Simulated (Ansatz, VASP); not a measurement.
# Ta: VASP beside Ansatz

```
Ta
1.0
    -1.67605    1.67605    1.62651
     1.67605   -1.67605    1.62651
     1.67605    1.67605   -1.62651
Ta
1
Cartesian
  0.0000 0.0000 0.0000
```

Change from the starting cell: strain +0.015 along x and y, -0.015 along z, atoms carried along.

Alike in both runs: task single point; functional PBE; k mesh 20 × 20 × 20; occupations gaussian, width 0.15 eV; no spin polarisation.

|  | VASP | Ansatz |
| --- | --- | --- |
| version | VASP 6.6.1 | Ansatz 0.2.0 |
| potentials or method | VASP PAW PBE potentials, release 64 (Ta_pv), cutoff 520 eV | scalar-relativistic, plane waves, PAW |
| valence electrons in the cell | 11 | 13 |

```tsv
	VASP	Ansatz	Ansatz less VASP
gap on the k mesh at the Fermi level (eV)	none	none	-
pressure (GPa)	0.4	0.3	-0.10
traceless stress, the component that is largest in VASP (GPa)	2.23	2.24	+0.008
```

A gap of «none» marks a metal or a gap that the smearing closes. The functional is the same, so the differences come from potentials, cutoffs and numerics. VASP's potentials hold 11 valence electrons a cell and Ansatz's 13, so a difference there can come from the potentials and not from the codes.

Neither program's run includes spin-orbit coupling.
